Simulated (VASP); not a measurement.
Set up this calculation in VASP 6.6.1, as the native input.

```
Task                   : single point
Functional             : LDA
Potentials or basis    : VASP PAW LDA potentials, release 64 (Al, Ir)
Cutoff                 : 520 eV
k mesh                 : 14 × 14 × 14
Occupations            : fermi-dirac, width 0.1 eV
Spin                   : no spin polarisation
Dipole correction      : no
Further INCAR settings : ALGO = Normal; EDIFF = 1e-06; NBANDS = 13
```

The structure of AlIr lies in POSCAR:

```
AlIr
1.0
    2.9514184138      0.0000000000      0.0000000000
    0.0000000000      2.9514184138      0.0000000000
    0.0000000000      0.0000000000      2.9514184138
Al Ir
1 1
Direct
    0.0000000000      0.0000000000      0.0000000000
    0.5000000000      0.5000000000      0.5000000000
```

The input as run:

INCAR

```
SYSTEM = AlIr
ALGO = Normal
EDIFF = 1E-6
ENCUT = 520
ISIF = 2
ISMEAR = -1
LASPH = .TRUE.
LCHARG = .TRUE.
LELF = .TRUE.
LREAL = .FALSE.
LVHAR = .TRUE.
LWAVE = .FALSE.
NBANDS = 13
NELM = 100
PREC = Accurate
SIGMA = 0.1
```

KPOINTS

```
k-points
0
G
  14 14 14
  0 0 0
```

Potentials or basis: VASP PAW LDA potentials, release 64 (Al, Ir).

Command:

```console
$ cat potpaw_LDA.64/Al/POTCAR potpaw_LDA.64/Ir/POTCAR > POTCAR
$ mpirun -np 1 vasp_std > vasp.out
```

Results of the run:

| Quantity | Value |
| --- | --- |
| Pressure | 6.4 GPa |
| Band gap on the k mesh | zero (band 6 reaches 12.71 eV, above the bottom of band 7 at 11.13 eV) |

Caveat: spin-orbit coupling is left out, which moves the levels of the heavy elements.

Run time: 8.9 s on 1 thread of Intel(R) Xeon(R) 6975P-C (Granite Rapids) (shared host), peak memory 0.16 GiB.
